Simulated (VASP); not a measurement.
# TePb (I4/mmm) in VASP: single point with r2SCAN

Aim: the single point of TePb with r2SCAN.

Program: VASP 6.6.1. These are calculated values, not measurements. Logs are shortened: lines on timing, memory, paths and dates and some standing lists are left out, and cuts for length are marked.

## 1. The cell of the first run

The typed cell holds 4 atoms: a = 4.646 Å, b = 4.646 Å, c = 6.583 Å, α = 90.00°, β = 90.00°, γ = 90.00°.

## 2. Single point, r2SCAN

Input file POSCAR:

```
TePb
1.0
    4.6456710610      0.0000000000      0.0000000000
    0.0000000000      4.6456710610      0.0000000000
    0.0000000000      0.0000000000      6.5834752922
Pb Te
2 2
Direct
    0.0000000000      0.0000000000      0.0000000000
    0.5000000000      0.5000000000      0.5000000000
    0.5000000000      0.5000000000      0.0000000000
    0.0000000000      0.0000000000      0.5000000000
```

Input file INCAR.step1:

```
SYSTEM = TePb
ALGO     = Normal         ! electronic algorithm
EDIFF    = 1E-5           ! SCF threshold, eV
ENCUT    = 550            ! plane-wave cutoff, eV
GGA      = PE             ! functional
GGA_COMPAT= .False.      
ISMEAR   = 0              ! smearing method
LASPH    = .True.         ! aspherical terms in the spheres
LCHARG   = .False.        ! write CHGCAR
LREAL    = .False.        ! projectors in reciprocal space
LWAVE    = .True.         ! write WAVECAR
NBANDS   = 28             ! bands
NELM     = 120            ! most SCF steps
PREC     = Accurate       ! precision mode
SIGMA    = 0.02           ! smearing width, eV
```

Input file INCAR.step2:

```
SYSTEM = TePb
ALGO     = Normal         ! electronic algorithm
EDIFF    = 1E-6           ! SCF threshold, eV
ENCUT    = 550            ! plane-wave cutoff, eV
GGA_COMPAT= .False.      
ISIF     = 2              ! what is computed and relaxed
ISMEAR   = 0              ! smearing method
ISTART   = 1            
LASPH    = .True.         ! aspherical terms in the spheres
LCHARG   = .False.        ! write CHGCAR
LMIXTAU  = .True.       
LREAL    = .False.        ! projectors in reciprocal space
LWAVE    = .False.        ! write WAVECAR
METAGGA  = R2SCAN         ! meta-GGA
NBANDS   = 28             ! bands
NELM     = 120            ! most SCF steps
PREC     = Accurate       ! precision mode
SIGMA    = 0.02           ! smearing width, eV
```

Input file KPOINTS:

```
k-points
0
Gamma
  6 6 4
  0 0 0
```

Potentials or basis: VASP PAW PBE potentials, release 64 (Pb_d, Te).

Command:

```console
> cat potpaw_PBE.64/Pb_d/POTCAR potpaw_PBE.64/Te/POTCAR > POTCAR
> cp INCAR.step1 INCAR
> mpirun -np 1 vasp_std > vasp.out
> cp INCAR.step2 INCAR
> mpirun -np 1 vasp_std > vasp.out
```

OUTCAR:

```text
SYSTEM = TePb
   EDIFF = 1E-6
   ENCUT = 550
   ISIF = 2
   ISMEAR = 0
   ISTART = 1
   LASPH = .True.
   LREAL = .False.
   METAGGA = R2SCAN
   NELM = 120
   PREC = Accurate

 ion  position               nearest neighbor table
   1  0.000  0.000  0.000-   3 3.28   3 3.28   3 3.28   3 3.28   4 3.29   4 3.29
   2  0.500  0.500  0.500-   4 3.28   4 3.28   4 3.28   4 3.28   3 3.29   3 3.29
   3  0.500  0.500  0.000-   1 3.28   1 3.28   1 3.28   1 3.28   2 3.29   2 3.29
   4  0.000  0.000  0.500-   2 3.28   2 3.28   2 3.28   2 3.28   1 3.29   1 3.29

  LATTYP: Found a simple tetragonal cell.
 ALAT       =     4.6456710610
 C/A-ratio  =     1.4171204129

  Lattice vectors:

 A1 = (   4.6456710610,   0.0000000000,   0.0000000000)
 A2 = (   0.0000000000,   4.6456710610,   0.0000000000)
 A3 = (   0.0000000000,   0.0000000000,   6.5834752922)

Analysis of symmetry for initial positions (statically):
=====================================================================
 Subroutine PRICEL returns following result:

  LATTYP: Found a body centered tetragonal cell.
 ALAT       =     4.6456710610
 C/A-ratio  =     1.4171204129

  Lattice vectors:

 A1 = (   2.3228355305,  -2.3228355305,  -3.2917376461)
 A2 = (  -2.3228355305,   2.3228355305,  -3.2917376461)
 A3 = (   2.3228355305,   2.3228355305,   3.2917376461)

   2 primitive cells build up your supercell.

 Routine SETGRP: Setting up the symmetry group for a
 simple tetragonal supercell.

 Subroutine GETGRP returns: Found 16 space group operations
 (whereof 16 operations were pure point group operations)
 out of a pool of 16 trial point group operations.

The static configuration has the point symmetry D_4h.

Analysis of symmetry for dynamics (positions and initial velocities):
=====================================================================
 Subroutine PRICEL returns following result:

  LATTYP: Found a body centered tetragonal cell.
 ALAT       =     4.6456710610
 C/A-ratio  =     1.4171204129

  Lattice vectors:

 A1 = (   2.3228355305,  -2.3228355305,  -3.2917376461)
 A2 = (  -2.3228355305,   2.3228355305,  -3.2917376461)
 A3 = (   2.3228355305,   2.3228355305,   3.2917376461)

   2 primitive cells build up your supercell.

 Routine SETGRP: Setting up the symmetry group for a
 simple tetragonal supercell.

 Subroutine GETGRP returns: Found 16 space group operations
 (whereof 16 operations were pure point group operations)
 out of a pool of 16 trial point group operations.

The dynamic configuration has the point symmetry D_4h.

 Subroutine INISYM returns: Found 16 space group operations
 (whereof 16 operations are pure point group operations),
 and found     2 'primitive' translations

----------------------------------------------------------------------------------------

                                     Primitive cell

  volume of cell :      71.0431

  direct lattice vectors                    reciprocal lattice vectors
     2.322835530 -2.322835530 -3.291737646     0.215254155  0.000000000 -0.151895459
    -2.322835530  2.322835530 -3.291737646    -0.000000000  0.215254155 -0.151895459
     2.322835530  2.322835530  3.291737646     0.215254155  0.215254155  0.000000000

  length of vectors
     4.650447993  4.650447993  4.650447993     0.263451289  0.263451289  0.304415346

  position of ions in fractional coordinates (direct lattice)
     0.000000000  0.000000000  0.000000000
     0.500000000  0.500000000  0.000000000

  ion indices of the primitive-cell ions
   primitive index   ion index
                 1           1
                 2           4

----------------------------------------------------------------------------------------

 KPOINTS: k-points

Automatic generation of k-mesh.
 Grid dimensions read from file:
 generate k-points for:    6    6    4

 Generating k-lattice:

  Cartesian coordinates                     Fractional coordinates (reciprocal lattice)
     0.035875693  0.000000000  0.000000000     0.166666667  0.000000000  0.000000000
     0.000000000  0.035875693  0.000000000     0.000000000  0.166666667  0.000000000
     0.000000000  0.000000000  0.037973865     0.000000000  0.000000000  0.250000000

  Length of vectors
     0.035875693  0.035875693  0.037973865

  Shift w.r.t. Gamma in fractional coordinates (k-lattice)
     0.000000000  0.000000000  0.000000000

 Subroutine IBZKPT returns following result:
 ===========================================

 Found     30 irreducible k-points:

 Following reciprocal coordinates:
            Coordinates               Weight
  0.000000  0.000000  0.000000      1.000000
  0.166667  0.000000  0.000000      4.000000
  0.333333  0.000000  0.000000      4.000000
  0.500000  0.000000  0.000000      2.000000
  0.166667  0.166667  0.000000      4.000000
  0.333333  0.166667  0.000000      8.000000
[... 16 lines left out ...]
  0.333333  0.000000  0.500000      4.000000
  0.500000  0.000000  0.500000      2.000000
 [... further k-points ...]
   k-points           NKPTS =     30   k-points in BZ     NKDIM =     30   number of bands    NBANDS=     28
   number of dos      NEDOS =    301   number of ions     NIONS =      4
   total plane-waves  NPLWV =  64800
   dimension x,y,z NGX =    36 NGY =   36 NGZ =   50
   dimension x,y,z NGXF=    72 NGYF=   72 NGZF=  100
   ions per type =               2   2
   NGX,Y,Z   is equivalent  to a cutoff of  12.88, 12.88, 12.63 a.u.
   NGXF,Y,Z  is equivalent  to a cutoff of  25.77, 25.77, 25.25 a.u.
 SYSTEM =  TePb
   PREC   = accura    normal or accurate (medium, high low for compatibility)
   ISTART =      1    job   : 0-new  1-cont  2-samecut
   ICHARG =      0    charge: 1-file 2-atom 10-const
   ISPIN  =      1    spin polarized calculation?
   LNONCOLLINEAR =      F non collinear calculations
   LSORBIT =      F    spin-orbit coupling
   LASPH  =      T    aspherical Exc in radial PAW
   ENCUT  =  550.0 eV  40.42 Ry    6.36 a.u.   8.88  8.88 12.59*2*pi/ulx,y,z
   NELM   =    120;   NELMIN=  2; NELMDL=  0     # of ELM steps
   EDIFF  = 0.1E-05   stopping-criterion for ELM
   LREAL  =      F    real-space projection
   EDIFFG = 0.1E-04   stopping-criterion for IOM
   NSW    =      0    number of steps for IOM
   IBRION =     -1    ionic relax: 0-MD 1-quasi-New 2-CG
   NFREE  =      0    steps in history (QN), initial steepest desc. (CG)
   ISIF   =      2    stress and relaxation
   ISYM   =      2    0-nonsym 1-usesym 2-fastsym
   POTIM  = 0.5000    time-step for ionic-motion
   TEBEG  =    0.0;   TEEND  =   0.0 temperature during run
   PSTRESS=    0.0 pullay stress
   NELECT =      40.0000    total number of electrons
   NUPDOWN=      -1.0000    fix difference up-down
   EMIN   =  10.00;   EMAX   =-10.00  energy-range for DOS
   EFERMI =   0.00;   METHOD = LEGACY
   ISMEAR =     0;   SIGMA  =   0.02  broadening in eV -4-tet -1-fermi 0-gaus
   EFERMI_NEDOS =   21; number of points for ismear=-14 and -15
   IALGO  =     38    algorithm
   IMIX   =      4    mixing-type and parameters
     AMIX     =   0.40;   BMIX     =  1.00
     AMIX_MAG =   1.60;   BMIX_MAG =  1.00
  volume/ion in A,a.u.               =      35.52       239.71
  Fermi-wavevector in a.u.,A,eV,Ry     =   1.072945  2.027572 15.663176  1.151211
  Thomas-Fermi vector in A             =   2.208730
   LORBIT       =      0    0 simple, 1 ext, 2 COOP (PROOUT), +10 PAW based schemes
   METAGGA = R2SCAN    functional components
   LHFCALC =     F    Hartree Fock is set to
   AEXX    =    0.0000 exact exchange contribution
   IVDW    =     0    specifies the selected vdW correction
   LEPSILON=     F    determine dielectric tensor
   LRPA    =     F    only Hartree local field effects (RPA)
 non-spin polarized calculation
 Gauss-broadening in eV      SIGMA  =   0.02
  energy-cutoff  :      550.00
  volume of cell :      142.09
 maximum number of plane-waves:      4240
 NGX is ok and might be reduce to    36
   NGX = 17   NGY = 17   NGZ = 25

 number of electron      39.9999994 magnetization

 Free energy of the ion-electron system (eV)
  ---------------------------------------------------
  ext. energy  EPLUGINS =         0.00000000
  ---------------------------------------------------
  free energy    TOTEN  =      -165.40273745 eV

  energy without entropy =     -165.40273745  energy(sigma->0) =     -165.40273745

 E-fermi :   4.9640     XC(G=0):  -9.5683

 val. band max:        4.8390953058   @ k =   0.5000   0.0000   0.5000
 cond. band min:       5.9666635714   @ k =   0.5000   0.0000   0.5000
 fundamental gap:      1.1275682656
 Fermi energy:         4.9639652300

 k-point     1 :       0.0000    0.0000    0.0000
  band No.  band energies     occupation
      1     -12.5019      2.00000
      2     -12.4498      2.00000
      3     -12.4475      2.00000
      4     -12.4474      2.00000
      5     -12.4416      2.00000
      6     -12.4416      2.00000
[... 20 lines left out ...]
     27      11.1484      0.00000
     28      11.1557      0.00000

 k-point     2 :       0.1667    0.0000    0.0000
  band No.  band energies     occupation
      1     -12.4955      2.00000
      2     -12.4506      2.00000
      3     -12.4504      2.00000
      4     -12.4439      2.00000
      5     -12.4427      2.00000
      6     -12.4414      2.00000
[... 20 lines left out ...]
     27      10.9100      0.00000
     28      11.3200      0.00000

 k-point     3 :       0.3333    0.0000    0.0000
  band No.  band energies     occupation
      1     -12.4806      2.00000
      2     -12.4558      2.00000
      3     -12.4554      2.00000
      4     -12.4513      2.00000
      5     -12.4401      2.00000
      6     -12.4362      2.00000
[... 20 lines left out ...]
     27      11.1959      0.00000
     28      11.4018      0.00000

 k-point     4 :       0.5000    0.0000    0.0000
  band No.  band energies     occupation
      1     -12.4657      2.00000
      2     -12.4657      2.00000
      3     -12.4570      2.00000
      4     -12.4570      2.00000
      5     -12.4362      2.00000
      6     -12.4362      2.00000
[... 578 lines left out ...]
     27      10.2091      0.00000
     28      10.2091      0.00000

 k-point    23 :       0.3333    0.0000    0.5000
  band No.  band energies     occupation
      1     -12.4642      2.00000
      2     -12.4642      2.00000
      3     -12.4567      2.00000
      4     -12.4567      2.00000
      5     -12.4385      2.00000
      6     -12.4385      2.00000
[... 20 lines left out ...]
     27      11.9388      0.00000
     28      11.9388      0.00000

 k-point    24 :       0.5000    0.0000    0.5000
  band No.  band energies     occupation
      1     -12.4623      2.00000
      2     -12.4623      2.00000
      3     -12.4606      2.00000
      4     -12.4606      2.00000
      5     -12.4388      2.00000
      6     -12.4388      2.00000
[... 20 lines left out ...]
     27      13.7264      0.00000
     28      13.7264      0.00000

 [... further k-points ...]

------------------------ aborting loop because EDIFF is reached ----------------------------------------

  FORCE on cell =-STRESS in cart. coord.  units (eV):
  Direction    XX          YY          ZZ          XY          YZ          ZX
  --------------------------------------------------------------------------------------
  -------------------------------------------------------------------------------------
  Total       -0.6727479     -0.6727479     -0.6326244      0.0000000      0.0000000      0.0000000
  in kB       -7.5859645     -7.5859645     -7.1335289      0.0000000      0.0000000      0.0000000
  external PRESSURE =      -7.4351527 kB  Pullay stress =       0.0000000 kB

 VOLUME and BASIS-vectors are now :
 -----------------------------------------------------------------------------
  energy-cutoff  :      550.00
  volume of cell :      142.09
      direct lattice vectors                 reciprocal lattice vectors
     4.645671061  0.000000000  0.000000000     0.215254155  0.000000000  0.000000000
     0.000000000  4.645671061  0.000000000     0.000000000  0.215254155  0.000000000
     0.000000000  0.000000000  6.583475292     0.000000000  0.000000000  0.151895459

 POSITION                                       TOTAL-FORCE (eV/Angst)
 -----------------------------------------------------------------------------------
      0.00000      0.00000      0.00000         0.000000      0.000000     -0.000000
      2.32284      2.32284      3.29174        -0.000000     -0.000000      0.000000
      2.32284      2.32284      0.00000         0.000000      0.000000     -0.000000
      0.00000      0.00000      3.29174         0.000000      0.000000     -0.000000
 -----------------------------------------------------------------------------------
    total drift:                                0.000000      0.000000      0.000000

  FREE ENERGIE OF THE ION-ELECTRON SYSTEM (eV)
  ---------------------------------------------------
  free  energy   TOTEN  =      -165.4027374478 eV

  energy  without entropy=     -165.4027374478  energy(sigma->0) =     -165.40273745
```

It took 3.5 min on 1 thread of Intel Xeon Platinum 8375C at 2.90GHz (Ice Lake), shared host; peak memory 0.33 GiB.

What came out:

```yaml
Free_energy: -165.4027 eV
Pressure: -0.7 GPa
Band_gap_on_the_k_mesh: 1.13 eV
```

Caveat: the PAW data sets were made with another functional, which shifts forces and pressure a little; spin-orbit coupling is left out, which moves the levels of the heavy elements. A k mesh can miss the band edges.
